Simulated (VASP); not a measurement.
Input of a VASP 6.6.1 run:

Contents of INCAR:

```
SYSTEM = Rh
ALGO = Fast ; EDIFF = 1E-7
ENCUT = 520 ; GGA = PS
ISIF = 2 ; ISMEAR = 0
LASPH = .TRUE. ; LCHARG = .TRUE.
LELF = .TRUE. ; LREAL = .FALSE.
LVHAR = .TRUE. ; LWAVE = .FALSE.
NBANDS = 14 ; NELM = 100
PREC = Accurate ; SIGMA = 0.15
```

Contents of KPOINTS:

```
k-points
0
G
  22 22 22
  0 0 0
```

The input POSCAR:

```
Rh
1.0
    0.0000000000      1.8540112500      1.9490887500
    1.8540112500      0.0000000000      1.9490887500
    1.8540112500      1.8540112500      0.0000000000
Rh
1
Direct
    0.0000000000      0.0000000000      0.0000000000
```

Potentials or basis: VASP PAW PBE potentials, release 64 (Rh_pv).

The run is started by

```bash
$ cat potpaw_PBE.64/Rh_pv/POTCAR > POTCAR
$ mpirun -np 1 vasp_std > vasp.out
```

Problem. Estimate the pressure.

Solution. 2.8 GPa.

Stress tensor (GPa, compression positive):
```
 7.33  0.00  0.00
 0.00  7.33  0.00
 0.00  0.00 -6.38
```

Caveat: the cell differs from its parent crystal (strain -0.025 along x and y, +0.025 along z); the PAW data sets were made with another functional, which shifts forces and pressure a little.
